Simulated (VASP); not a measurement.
# AlN (Fm-3m) in VASP: settings compared

AlN is run at these levels: LDA, PBE; tasks: single point, relaxation of cell and atoms.

Everything below comes from runs of VASP 6.6.1. Logs are shortened: lines on timing, memory, paths and dates and some standing lists are left out, and cuts for length are marked.

### Step 1. The cell of the first run

It takes space group Fm-3m (No. 225, cubic). Conventional cell: a = 4.011 Å, b = 4.011 Å, c = 4.011 Å, α = 90.00°, β = 90.00°, γ = 90.00°. Within 2.7 Å of Al (site symmetry m-3m) lie 6 N at 2.01 Å. N (site symmetry m-3m) has 6 Al at 2.01 Å within 2.7 Å.

### Step 2. Single point, LDA

The input, INCAR:

```
SYSTEM = AlN
  PREC = Accurate
  ENCUT = 520
  EDIFF = 1E-6
  ISMEAR = -1
  SIGMA = 0.05
  LREAL = .FALSE.
  LASPH = .TRUE.
  NELM = 60
  ALGO = Normal
  ISIF = 2
  LWAVE = .FALSE.
  LCHARG = .TRUE.
  GGA = CA
  LELF = .TRUE.
  LVHAR = .TRUE.
  NBANDS = 11
```

The input, KPOINTS:

```
Automatic mesh
0
G
  11 11 11
  0 0 0
```

The input, POSCAR:

```
AlN
1.0
    0.0000000000      2.0054893014      2.0054893014
    2.0054893014      0.0000000000      2.0054893014
    2.0054893014      2.0054893014      0.0000000000
Al N
1 1
Direct
    0.5000000000      0.5000000000      0.5000000000
    0.0000000000      0.0000000000      0.0000000000
```

Potentials or basis: VASP PAW LDA potentials, release 64 (Al, N).

Launch:

```bash
cat potpaw_LDA.64/Al/POTCAR potpaw_LDA.64/N/POTCAR > POTCAR
mpirun -np 1 vasp_std > vasp.out
```

OUTCAR:

```text
SYSTEM = AlN
   PREC = Accurate
   ENCUT = 520
   EDIFF = 1E-6
   ISMEAR = -1
   LREAL = .FALSE.
   LASPH = .TRUE.
   NELM = 60
   ISIF = 2
   GGA = CA

 ion  position               nearest neighbor table
   1  0.500  0.500  0.500-   2 2.01   2 2.01   2 2.01   2 2.01   2 2.01   2 2.01
   2  0.000  0.000  0.000-   1 2.01   1 2.01   1 2.01   1 2.01   1 2.01   1 2.01

  LATTYP: Found a face centered cubic cell.
 ALAT       =     4.0109786028

  Lattice vectors:

 A1 = (   0.0000000000,   2.0054893014,   2.0054893014)
 A2 = (   2.0054893014,   0.0000000000,   2.0054893014)
 A3 = (   2.0054893014,   2.0054893014,   0.0000000000)

Analysis of symmetry for initial positions (statically):
=====================================================================
 Subroutine PRICEL returns:
 Original cell was already a primitive cell.

 Routine SETGRP: Setting up the symmetry group for a
 face centered cubic supercell.

 Subroutine GETGRP returns: Found 48 space group operations
 (whereof 48 operations were pure point group operations)
 out of a pool of 48 trial point group operations.

The static configuration has the point symmetry O_h .

Analysis of symmetry for dynamics (positions and initial velocities):
=====================================================================
 Subroutine PRICEL returns:
 Original cell was already a primitive cell.

 Routine SETGRP: Setting up the symmetry group for a
 face centered cubic supercell.

 Subroutine GETGRP returns: Found 48 space group operations
 (whereof 48 operations were pure point group operations)
 out of a pool of 48 trial point group operations.

The dynamic configuration has the point symmetry O_h .

 Subroutine INISYM returns: Found 48 space group operations
 (whereof 48 operations are pure point group operations),
 and found     1 'primitive' translations

----------------------------------------------------------------------------------------

                                     Primitive cell

  volume of cell :      16.1321

  direct lattice vectors                    reciprocal lattice vectors
     0.000000000  2.005489301  2.005489301    -0.249315715  0.249315715  0.249315715
     2.005489301  0.000000000  2.005489301     0.249315715 -0.249315715  0.249315715
     2.005489301  2.005489301  0.000000000     0.249315715  0.249315715 -0.249315715

  length of vectors
     2.836190169  2.836190169  2.836190169     0.431827486  0.431827486  0.431827486

  position of ions in fractional coordinates (direct lattice)
     0.500000000  0.500000000  0.500000000
     0.000000000  0.000000000  0.000000000

  ion indices of the primitive-cell ions
   primitive index   ion index
                 1           1
                 2           2

----------------------------------------------------------------------------------------

 KPOINTS: Automatic mesh

Automatic generation of k-mesh.
 Grid dimensions read from file:
 generate k-points for:   11   11   11

 Generating k-lattice:

  Cartesian coordinates                     Fractional coordinates (reciprocal lattice)
    -0.022665065  0.022665065  0.022665065     0.090909091  0.000000000  0.000000000
     0.022665065 -0.022665065  0.022665065     0.000000000  0.090909091  0.000000000
     0.022665065  0.022665065 -0.022665065     0.000000000  0.000000000  0.090909091

  Length of vectors
     0.039257044  0.039257044  0.039257044

  Shift w.r.t. Gamma in fractional coordinates (k-lattice)
     0.000000000  0.000000000  0.000000000

 Subroutine IBZKPT returns following result:
 ===========================================

 Found     56 irreducible k-points:

 Following reciprocal coordinates:
            Coordinates               Weight
  0.000000  0.000000  0.000000      1.000000
  0.090909  0.000000  0.000000      8.000000
  0.181818  0.000000  0.000000      8.000000
  0.272727  0.000000  0.000000      8.000000
  0.363636  0.000000  0.000000      8.000000
  0.454545  0.000000  0.000000      8.000000
[... 16 lines left out ...]
 -0.272727  0.181818  0.000000     24.000000
 -0.181818  0.181818  0.000000     12.000000
 [... further k-points ...]
   k-points           NKPTS =     56   k-points in BZ     NKDIM =     56   number of bands    NBANDS=     11
   number of dos      NEDOS =    301   number of ions     NIONS =      2
   total plane-waves  NPLWV =  13824
   dimension x,y,z NGX =    24 NGY =   24 NGZ =   24
   dimension x,y,z NGXF=    48 NGYF=   48 NGZF=   48
   ions per type =               1   1
   NGX,Y,Z   is equivalent  to a cutoff of  14.07, 14.07, 14.07 a.u.
   NGXF,Y,Z  is equivalent  to a cutoff of  28.14, 28.14, 28.14 a.u.
 SYSTEM =  AlN
   PREC   = accura    normal or accurate (medium, high low for compatibility)
   ISTART =      0    job   : 0-new  1-cont  2-samecut
   ICHARG =      2    charge: 1-file 2-atom 10-const
   ISPIN  =      1    spin polarized calculation?
   LNONCOLLINEAR =      F non collinear calculations
   LSORBIT =      F    spin-orbit coupling
   LASPH  =      T    aspherical Exc in radial PAW
   ENCUT  =  520.0 eV  38.22 Ry    6.18 a.u.   5.27  5.27  5.27*2*pi/ulx,y,z
   NELM   =     60;   NELMIN=  2; NELMDL= -5     # of ELM steps
   EDIFF  = 0.1E-05   stopping-criterion for ELM
   LREAL  =      F    real-space projection
   EDIFFG = 0.1E-04   stopping-criterion for IOM
   NSW    =      0    number of steps for IOM
   IBRION =     -1    ionic relax: 0-MD 1-quasi-New 2-CG
   NFREE  =      0    steps in history (QN), initial steepest desc. (CG)
   ISIF   =      2    stress and relaxation
   ISYM   =      2    0-nonsym 1-usesym 2-fastsym
   POTIM  = 0.5000    time-step for ionic-motion
   TEBEG  =    0.0;   TEEND  =   0.0 temperature during run
   PSTRESS=    0.0 pullay stress
   NELECT =       8.0000    total number of electrons
   NUPDOWN=      -1.0000    fix difference up-down
   EMIN   =  10.00;   EMAX   =-10.00  energy-range for DOS
   EFERMI =   0.00;   METHOD = LEGACY
   ISMEAR =    -1;   SIGMA  =   0.05  broadening in eV -4-tet -1-fermi 0-gaus
   EFERMI_NEDOS =   21; number of points for ismear=-14 and -15
   IALGO  =     38    algorithm
   IMIX   =      4    mixing-type and parameters
     AMIX     =   0.40;   BMIX     =  1.00
     AMIX_MAG =   1.60;   BMIX_MAG =  1.00
  volume/ion in A,a.u.               =       8.07        54.43
  Fermi-wavevector in a.u.,A,eV,Ry     =   1.295809  2.448725 22.845844  1.679122
  Thomas-Fermi vector in A             =   2.427306
   LORBIT       =      0    0 simple, 1 ext, 2 COOP (PROOUT), +10 PAW based schemes
   GGA     = CA    functional components
   LHFCALC =     F    Hartree Fock is set to
   AEXX    =    0.0000 exact exchange contribution
   IVDW    =     0    specifies the selected vdW correction
   LEPSILON=     F    determine dielectric tensor
   LRPA    =     F    only Hartree local field effects (RPA)
 non-spin polarized calculation
  energy-cutoff  :      520.00
  volume of cell :       16.13
 maximum number of plane-waves:       444
 NGX is ok and might be reduce to    24
   NGX = 11   NGY = 11   NGZ = 11

 number of electron       8.0000000 magnetization

 Free energy of the ion-electron system (eV)
  ---------------------------------------------------
  ext. energy  EPLUGINS =         0.00000000
  ---------------------------------------------------
  free energy    TOTEN  =       -16.23063011 eV

  energy without entropy =      -16.23063011  energy(sigma->0) =      -16.23063011

 E-fermi :  10.9492     XC(G=0): -12.6869

 val. band max:       10.0271561131   @ k =   0.0000   0.0000   0.0000
 cond. band min:      14.8513571757   @ k =   0.4545   0.4545   0.0000
 fundamental gap:      4.8242010626
 Fermi energy:        10.9492260699

 k-point     1 :       0.0000    0.0000    0.0000
  band No.  band energies     occupation
      1      -7.6023      2.00000
      2      10.0272      2.00000
      3      10.0272      2.00000
      4      10.0272      2.00000
      5      16.1514      0.00000
      6      22.1240      0.00000
      7      22.1240      0.00000
      8      22.1240      0.00000
      9      27.4139      0.00000
     10      27.8349      0.00000
     11      27.8349      0.00000

 k-point     2 :       0.0909    0.0000    0.0000
  band No.  band energies     occupation
      1      -7.4269      2.00000
      2       9.1787      2.00000
      3       9.9199      2.00000
      4       9.9199      2.00000
      5      16.6540      0.00000
      6      21.3465      0.00000
      7      22.3875      0.00000
      8      22.3875      0.00000
      9      26.4082      0.00000
     10      26.4082      0.00000
     11      28.3715      0.00000

 k-point     3 :       0.1818    0.0000    0.0000
  band No.  band energies     occupation
      1      -6.9124      2.00000
      2       7.2844      2.00000
      3       9.6512      2.00000
      4       9.6512      2.00000
      5      17.2445      0.00000
      6      20.7830      0.00000
      7      22.6919      0.00000
      8      22.6919      0.00000
      9      25.5929      0.00000
     10      25.5929      0.00000
     11      27.8619      0.00000

 k-point     4 :       0.2727    0.0000    0.0000
  band No.  band energies     occupation
      1      -6.1033      2.00000
      2       5.1069      2.00000
      3       9.3329      2.00000
      4       9.3329      2.00000
      5      17.0174      0.00000
      6      21.5425      0.00000
      7      22.1562      0.00000
      8      22.1562      0.00000
      9      26.6149      0.00000
     10      26.6149      0.00000
     11      27.0806      0.00000
[... 239 lines left out ...]
 k-point    22 :      -0.3636    0.1818    0.0000
  band No.  band energies     occupation
      1      -4.0957      2.00000
      2       2.6521      2.00000
      3       6.5524      2.00000
      4       8.6665      2.00000
      5      17.9056      0.00000
      6      19.7003      0.00000
      7      22.2129      0.00000
      8      22.4862      0.00000
      9      28.5861      0.00000
     10      28.8468      0.00000
     11      30.4886      0.00000

 k-point    23 :      -0.2727    0.1818    0.0000
  band No.  band energies     occupation
      1      -4.9517      2.00000
      2       4.0476      2.00000
      3       6.7040      2.00000
      4       9.0617      2.00000
      5      18.5154      0.00000
      6      20.1439      0.00000
      7      21.2847      0.00000
      8      22.3225      0.00000
      9      26.2478      0.00000
     10      29.4983      0.00000
     11      30.5140      0.00000

 k-point    24 :      -0.1818    0.1818    0.0000
  band No.  band energies     occupation
      1      -5.8410      2.00000
      2       5.5182      2.00000
      3       7.4380      2.00000
      4       9.4497      2.00000
      5      18.7537      0.00000
      6      19.9319      0.00000
      7      21.3208      0.00000
      8      22.7347      0.00000
      9      24.5311      0.00000
     10      28.7071      0.00000
     11      30.3084      0.00000

 [... further k-points ...]
[... 5 lines left out ...]
  --------------------------------------------------------------------------------------
  -------------------------------------------------------------------------------------
  Total        0.0640224      0.0640224      0.0640224      0.0000000      0.0000000      0.0000000
  in kB        6.3584547      6.3584547      6.3584547      0.0000000      0.0000000      0.0000000
  external PRESSURE =       6.3584547 kB  Pullay stress =       0.0000000 kB

 VOLUME and BASIS-vectors are now :
 -----------------------------------------------------------------------------
  energy-cutoff  :      520.00
  volume of cell :       16.13
      direct lattice vectors                 reciprocal lattice vectors
     0.000000000  2.005489301  2.005489301    -0.249315715  0.249315715  0.249315715
     2.005489301  0.000000000  2.005489301     0.249315715 -0.249315715  0.249315715
     2.005489301  2.005489301  0.000000000     0.249315715  0.249315715 -0.249315715

 POSITION                                       TOTAL-FORCE (eV/Angst)
 -----------------------------------------------------------------------------------
      2.00549      2.00549      2.00549        -0.000000      0.000000     -0.000000
      0.00000      0.00000      0.00000         0.000000     -0.000000      0.000000
 -----------------------------------------------------------------------------------
    total drift:                                0.000000     -0.000000     -0.000000

  FREE ENERGIE OF THE ION-ELECTRON SYSTEM (eV)
  ---------------------------------------------------
  free  energy   TOTEN  =       -16.2306301103 eV

  energy  without entropy=      -16.2306301102  energy(sigma->0) =      -16.23063011
```

Run time: 7.9 s. Hardware: 1 thread of AMD EPYC 7R43 (Zen 3), shared host; peak memory 0.09 GiB.

What came out:

```
Free energy            : -16.2306 eV
Pressure               : 0.6 GPa
Band gap on the k mesh : 4.82 eV, indirect (least direct gap 6.12 eV)
```

A k mesh can miss the band edges. LDA gaps usually lie below the measured ones, often by a third to a half.

### Step 3. Single point, PBE

This run uses another cell than the first one, of 8.42 Å³/atom, 1.044 times its volume.

The input, INCAR:

```
PREC = Accurate
ENCUT = 520
EDIFF = 1E-6
ISMEAR = 0
SIGMA = 0.011
LREAL = F
LASPH = T
NELM = 80
ALGO = Normal
ISIF = 2
LWAVE = F
LCHARG = F
GGA = PE
NBANDS = 11
```

The input, KPOINTS:

```
Automatic mesh
0
Gamma
  11 11 11
```

The input, POSCAR:

```
AlN
1.0
    0.0000000000      2.0345180000      2.0345180000
    2.0345180000      0.0000000000      2.0345180000
    2.0345180000      2.0345180000      0.0000000000
Al N
1 1
Direct
    0.5000000000      0.5000000000      0.5000000000
    0.0000000000      0.0000000000      0.0000000000
```

Potentials or basis: VASP PAW PBE potentials, release 64 (Al, N).

Launch:

```bash
cat potpaw_PBE.64/Al/POTCAR potpaw_PBE.64/N/POTCAR > POTCAR
mpirun -np 1 vasp_std > vasp.out
```

Wall time 9.1 s (1 thread of AMD EPYC 7R43 (Zen 3), shared host); peak memory 0.1 GiB.

Results (log left out):

| Property | Result |
| --- | --- |
| Free energy | -14.5459 eV |
| Pressure | 0.0 GPa |
| Band gap on the k mesh | 4.55 eV, indirect (least direct gap 5.41 eV) |

Levels at points of the mesh, in eV from the valence-band top:
```csv
k point,band 1,band 2,band 3,band 4,band 5,band 6,band 7,band 8
"(0.00, 0.00, 0.00)",-17.38,0.00,0.00,0.00,5.41,12.11,12.11,12.11
```

A k mesh can miss the band edges. Expect the measured gap to be larger: semilocal functionals such as PBE lack the derivative discontinuity.

### Step 4. Single point, PBE

This run uses another cell than the first one, of 8.43 Å³/atom, 1.045 times its volume.

The input, INCAR:

```
PREC     = Accurate       # precision mode
ENCUT    = 520            # plane-wave cutoff, eV
EDIFF    = 1E-7           # SCF threshold, eV
ISMEAR   = -1             # smearing method
SIGMA    = 0.05           # smearing width, eV
LREAL    = False          # projectors in reciprocal space
LASPH    = True           # aspherical terms in the spheres
NELM     = 80             # most SCF steps
ALGO     = Normal         # electronic algorithm
ISIF     = 2              # what is computed and relaxed
LWAVE    = False          # write WAVECAR
LCHARG   = False          # write CHGCAR
GGA      = PE             # functional
NBANDS   = 11             # bands
```

KPOINTS is that of step 3.

The input, POSCAR:

```
AlN
1.0
    0.0000000000      2.0352684716      2.0352684716
    2.0352684716      0.0000000000      2.0352684716
    2.0352684716      2.0352684716      0.0000000000
Al N
1 1
Direct
    0.5000000000      0.5000000000      0.5000000000
    0.0000000000      0.0000000000      0.0000000000
```

Launch:

```bash
cat potpaw_PBE.64/Al/POTCAR potpaw_PBE.64/N/POTCAR > POTCAR
mpirun -np 1 vasp_std > vasp.out
```

It took 11 s on 1 thread of AMD EPYC 7R43 (Zen 3), shared host; peak memory 0.1 GiB.

The run converged. Its results:

| Item | Value |
| --- | --- |
| Free energy | -14.5459 eV |
| Pressure | -0.3 GPa |
| Band gap on the k mesh | 4.54 eV, indirect (least direct gap 5.39 eV) |

Levels at points of the mesh, in eV from the valence-band top:
```csv
k point,band 1,band 2,band 3,band 4,band 5,band 6,band 7,band 8
"(0.00, 0.00, 0.00)",-17.37,0.00,0.00,0.00,5.39,12.10,12.10,12.10
```

A k mesh can miss the band edges. A hybrid or GW would open this gap; PBE tends to underestimate it.

### Step 5. Relaxation of cell and atoms, PBE

This run uses another cell than the first one, of 8.42 Å³/atom, 1.044 times its volume.

The input, INCAR:

```
SYSTEM = AlN
PREC = Accurate ; ENCUT = 600
EDIFF = 1E-6 ; ISMEAR = -1
SIGMA = 0.05 ; LREAL = .FALSE.
LASPH = .TRUE. ; NELM = 60
ALGO = Normal ; ISIF = 3
LWAVE = .FALSE. ; LCHARG = .FALSE.
GGA = PE ; IBRION = 2
NSW = 60 ; EDIFFG = -0.01
```

The input, KPOINTS:

```
Automatic mesh
0
G
  11 11 11
  0 0 0
```

The input, POSCAR:

```
AlN
1.0
    0.0000000000      2.0345180000      2.0345180000
    2.0345180000      0.0000000000      2.0345180000
    2.0345180000      2.0345180000      0.0000000000
Al N
1 1
Direct
    0.5000000000      0.5000000000      0.5000000000
    0.0000000000      0.0000000000      0.0000000000
```

Launch:

```bash
cat potpaw_PBE.64/Al/POTCAR potpaw_PBE.64/N/POTCAR > POTCAR
mpirun -np 1 vasp_std > vasp.out
```

It took 8 s on 1 thread of AMD EPYC 7R43 (Zen 3), shared host; peak memory 0.1 GiB.

It converged, with:

* Free energy: -14.5477 eV
* Pressure after relaxing: -0.1 GPa
* Band gap on the k mesh: 4.55 eV, indirect (least direct gap 5.41 eV)

Final structure:
```
CELL_PARAMETERS angstrom
0.00000 2.03452 2.03452
2.03452 0.00000 2.03452
2.03452 2.03452 0.00000
ATOMIC_POSITIONS crystal
Al 0.50000 0.50000 0.50000
N 0.00000 0.00000 0.00000
```

Levels at points of the mesh, in eV from the valence-band top:
| k point | band 1 | band 2 | band 3 | band 4 | band 5 | band 6 | band 7 | band 8 |
| --- | --- | --- | --- | --- | --- | --- | --- | --- |
| (0.00, 0.00, 0.00) | -17.38 | 0.00 | 0.00 | 0.00 | 5.41 | 12.11 | 12.11 | 12.11 |

Caveat: the relaxation stopped at its first step, so nothing moved. A k mesh can miss the band edges.

### Step 6. Summary

```csv
task,level,potentials or basis,cell,cutoff (eV),smearing,gap on the mesh (eV),pressure (GPa)
single point,LDA,"VASP PAW LDA potentials, release 64 (Al, N)","a = 2.836 Å, angles 60.0°, 2 atoms",520,fermi-dirac 0.05 eV,4.82,0.6
single point,PBE,"VASP PAW PBE potentials, release 64 (Al, N)","a = 2.877 Å, angles 60.0°, 2 atoms",520,gaussian 0.011 eV,4.55,0.0
single point,PBE,"VASP PAW PBE potentials, release 64 (Al, N)","a = 2.878 Å, angles 60.0°, 2 atoms",520,fermi-dirac 0.05 eV,4.54,-0.3
relaxation of cell and atoms,PBE,"VASP PAW PBE potentials, release 64 (Al, N)","relaxed from a = 2.877 Å, angles 60.0°, 2 atoms",600,fermi-dirac 0.05 eV,4.55,-0.1
```

Alike in all rows: no spin polarisation; k mesh 11 × 11 × 11.

Caveats: the relaxation stopped at its first step, so nothing moved (some runs).

Absolute energies hang on the potentials; compare differences alone.
